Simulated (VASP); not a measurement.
## Mo: single point with PBEsol

Mo:

```
Mo
1.0
     2.73551    0.00000    0.00000
    -1.36776    2.36902    0.00000
     0.00000    0.00000    2.55518
Mo
1
Direct
  0.00000 0.00000 0.50000
```

```yaml
Program: VASP 6.6.1
Task: single point
Functional: PBEsol
Potentials_or_basis: VASP PAW PBE potentials, release 64 (Mo_sv)
Cutoff: 520 eV
k_mesh: 6 × 6 × 6
Occupations: fermi-dirac, width 0.3 eV
Spin: no spin polarisation
Dipole_correction: no
Further_INCAR_settings: ALGO = Normal; EDIFF = 1e-06; NBANDS = 13
```

```yaml
Pressure: -2.8 GPa
Band_gap_on_the_k_mesh: zero (band 7 reaches 12.42 eV, above the bottom of band 8 at 10.53 eV)
```

Stress tensor (GPa, compression positive):
```
  1.23   0.00   0.00
  0.00   1.23   0.00
  0.00   0.00 -10.99
```

Levels at points of the mesh, in eV from the Fermi level:
```tsv
k point	band 5	band 6	band 7	band 8	band 9	band 10
(0.00, 0.00, 0.00)	-6.85	-4.33	-0.92	-0.92	4.11	4.11
(0.50, 0.00, 0.00)	-4.96	-3.14	0.96	1.01	3.43	4.42
(0.00, 0.00, 0.50)	-3.77	-0.10	-0.10	-0.01	0.79	0.79
(0.50, 0.00, 0.50)	-5.36	-3.43	-0.48	4.77	6.04	6.36
```

It took 9.1 s on 1 thread of Intel Xeon 8259CL, on a shared host, peak memory 0.12 GiB.

Caveat: the k points lie up to 0.44 Å⁻¹ apart; the PAW data sets were made with another functional, which shifts forces and pressure a little.
